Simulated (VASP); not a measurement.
Wanted: the native input for a VASP 6.6.1 run.

```yaml
Task: single point
Functional: r2SCAN
Potentials_or_basis: VASP PAW PBE potentials, release 64 (Al, N)
Cutoff: 520 eV
k_mesh: 15 × 15 × 15
Occupations: fermi-dirac, width 0.05 eV
Spin: no spin polarisation
Dipole_correction: no
Further_INCAR_settings: ALGO = Normal; EDIFF = 1e-06; NBANDS = 11
```

The system is AlN (rocksalt type).

```
Al N
1.0
     0.00000    1.65407    1.65407
     1.65407    0.00000    1.65407
     1.65407    1.65407    0.00000
Al N
1 1
Direct
  0.00000 0.00000 0.00000
  0.50000 0.50000 0.50000
```

This cell differs from its parent crystal: volume scaled by 0.55, core large.

These files were run (other wordings do the same):

POSCAR

```
AlN
1.0
    0.0000000000      1.6540720505      1.6540720505
    1.6540720505      0.0000000000      1.6540720505
    1.6540720505      1.6540720505      0.0000000000
Al N
1 1
Direct
    0.0000000000      0.0000000000      0.0000000000
    0.5000000000      0.5000000000      0.5000000000
```

INCAR.step1

```
SYSTEM = AlN
PREC = Accurate ; ENCUT = 520
ISMEAR = -1 ; SIGMA = 0.05
LREAL = .FALSE. ; LASPH = .TRUE.
NELM = 60 ; NBANDS = 11
GGA = PE ; ALGO = Normal
EDIFF = 1E-4 ; LWAVE = .TRUE.
LCHARG = .FALSE.
```

INCAR.step2

```
SYSTEM = AlN
PREC = Accurate ; ENCUT = 520
EDIFF = 1E-6 ; ISMEAR = -1
SIGMA = 0.05 ; LREAL = .FALSE.
LASPH = .TRUE. ; NELM = 60
ALGO = Normal ; ISIF = 2
LWAVE = .FALSE. ; LCHARG = .TRUE.
METAGGA = R2SCAN ; LMIXTAU = .TRUE.
LELF = .TRUE. ; LVHAR = .TRUE.
NBANDS = 11 ; ISTART = 1
```

KPOINTS

```
Automatic mesh
0
G
  15 15 15
  0 0 0
```

Potentials or basis: VASP PAW PBE potentials, release 64 (Al, N).

Command:

```bash
$ cat potpaw_PBE.64/Al/POTCAR potpaw_PBE.64/N/POTCAR > POTCAR
$ cp INCAR.step1 INCAR
$ mpirun -np 1 vasp_std > vasp.out
$ cp INCAR.step2 INCAR
$ mpirun -np 1 vasp_std > vasp.out
```

It gave:

- Pressure: 523.2 GPa
- Band gap on the k mesh: 3.98 eV, indirect (least direct gap 8.74 eV)

Caveat: the PAW data sets were made with another functional, which shifts forces and pressure a little.

Run time: 48 s on 1 thread of Intel(R) Xeon(R) Platinum 8488C (Sapphire Rapids), on a shared host, peak memory 0.12 GiB.
